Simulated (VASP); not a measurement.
Set up this calculation in VASP 6.6.1, as the native input.

```yaml
Task: relaxation of cell and atoms
Functional: PBE
Potentials_or_basis: VASP PAW PBE potentials, release 64 (Li_sv, Si, N)
Cutoff: 600 eV
k_mesh: 6 × 6 × 6
Occupations: gaussian, width 0.1 eV
Spin: no spin polarisation
Dipole_correction: no
Further_INCAR_settings: ALGO = Normal; EDIFF = 1e-06; IBRION = 2; EDIFFG = -0.04; NSW = 90; ISIF = 3
```

The structure of Li2SiN3 lies in POSCAR:

```
Li2SiN3
1.0
    2.3601864400      1.3626542800      3.4470241600
   -2.3601864400      1.3626542800      3.4470241600
    0.0000000000     -2.7253085500      3.4470241600
Li Si N
2 1 3
Direct
    0.6276879900      0.6276879900      0.6276879900
    0.3723120100      0.3723120100      0.3723120100
    0.0000000000      0.0000000000      0.0000000000
    0.0000000000      0.5000000000      0.0000000000
    0.5000000000      0.0000000000      0.0000000000
    0.0000000000      0.0000000000      0.5000000000
```

The cell was generated, and may not be a known phase.

These files were run (other wordings do the same):

INCAR

```
PREC = Accurate
ENCUT = 600
EDIFF = 1E-6
ISMEAR = 0
SIGMA = 0.1
LREAL = F
LASPH = T
NELM = 60
ALGO = Normal
ISIF = 3
LWAVE = F
LCHARG = F
GGA = PE
IBRION = 2
NSW = 90
EDIFFG = -0.04
```

KPOINTS

```
Automatic mesh
0
Gamma
  6 6 6
```

Potentials or basis: VASP PAW PBE potentials, release 64 (Li_sv, Si, N).

Command:

```bash
$ cat potpaw_PBE.64/Li_sv/POTCAR potpaw_PBE.64/Si/POTCAR potpaw_PBE.64/N/POTCAR > POTCAR
$ mpirun -np 1 vasp_std > vasp.out
```

Results of the run:

```yaml
Relaxed_volume: 8.26 Å³/atom
Relaxed_cell: a = 3.731 Å, b = 3.731 Å, c = 3.731 Å, α = 79.36°, β = 79.36°, γ = 79.36°
Space_group_after_relaxing_to_0.1_Å: R-3m (No. 166)
Pressure_after_relaxing: 0.5 GPa
Largest_force_after_relaxing: 0.027 eV/Å
Band_gap_on_the_k_mesh: zero (an odd number of electrons rules out a gap without spin polarisation)
```

Caveat: the cutoff is under 1.25 times the usual one of these potentials, so pressure, stress and relaxed cells hold a basis-set (Pulay) error; the volume moved by over 15 % at a fixed basis, so the end points are rough; an odd number of electrons without spin polarisation forces a metal; a magnetic or distorted state may lie lower.

Run time: 8.6 min on 1 thread of Intel Xeon 8259CL (shared host), peak memory 0.23 GiB.
